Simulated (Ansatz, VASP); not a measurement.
Cu3N in VASP and in Ansatz

File INCAR:

```
SYSTEM = Cu3N
ALGO     = Normal         ! electronic algorithm
EDIFF    = 1E-6           ! SCF threshold, eV
ENCUT    = 600            ! plane-wave cutoff, eV
GGA      = RP             ! functional
GGA_COMPAT= .False.      
ISIF     = 2              ! what is computed and relaxed
ISMEAR   = 0              ! smearing method
LASPH    = .True.         ! aspherical terms in the spheres
LCHARG   = .False.        ! write CHGCAR
LREAL    = .False.        ! projectors in reciprocal space
LWAVE    = .False.        ! write WAVECAR
NBANDS   = 27             ! bands
NELM     = 120            ! most SCF steps
PREC     = Accurate       ! precision mode
SIGMA    = 0.05           ! smearing width, eV
```

KPOINTS

```
k-points
0
Gamma
  8 8 8
  0 0 0
```

Contents of POSCAR:

```
Cu3N
1.0
    3.8182754270      0.0000000000      0.0000000000
    0.0000000000      3.8182754270      0.0000000000
    0.0000000000      0.0000000000      3.8182754270
Cu N
3 1
Direct
    0.5000000000      0.0000000000      0.0000000000
    0.0000000000      0.5000000000      0.0000000000
    0.0000000000      0.0000000000      0.5000000000
    0.0000000000      0.0000000000      0.0000000000
```

Input for Ansatz:

```yaml
crystal:
  lattice:
    - [3.818275427, 0.0, 0.0]
    - [0.0, 3.818275427, 0.0]
    - [0.0, 0.0, 3.818275427]
  atoms:
    - { symbol: Cu, position: [0.5, 0.0, 0.0] }
    - { symbol: Cu, position: [0.0, 0.5, 0.0] }
    - { symbol: Cu, position: [0.0, 0.0, 0.5] }
    - { symbol: "N", position: [0.0, 0.0, 0.0] }
basis:
  ecutwfc: 420
  ecutrho_ratio: 4
kpoints:
  mp_grid: { grid: [8, 8, 8] }
hamiltonian:
  xc: rpbe
scf:
  occupations: { method: gaussian, width: 0.05 }
output:
  forces: true
  stress: true
  eigenvalues: true
```

Alike in both runs: task single point; functional RPBE; k mesh 8 × 8 × 8; occupations gaussian, width 0.05 eV; no spin polarisation.

|  | VASP | Ansatz |
| --- | --- | --- |
| version | VASP 6.6.1 | Ansatz 0.2.0 |
| potentials or method | VASP PAW PBE potentials, release 64 (Cu, N), cutoff 600 eV | scalar-relativistic, plane waves, PAW |
| valence electrons in the cell | 38 | 62 |

```tsv
	VASP	Ansatz	Ansatz less VASP
gap on the k mesh at the Fermi level (eV)	0.22	0.20	-0.020
least direct gap on the mesh (eV)	0.76	0.73	-0.026
pressure (GPa)	5.2	4.7	-0.52
```

VASP's potentials were made for PBE, not for RPBE. With one functional, cell and mesh, what is left measures potentials, basis and numerics. VASP's potentials hold 38 valence electrons a cell and Ansatz's 62, so a difference there can come from the potentials and not from the codes.
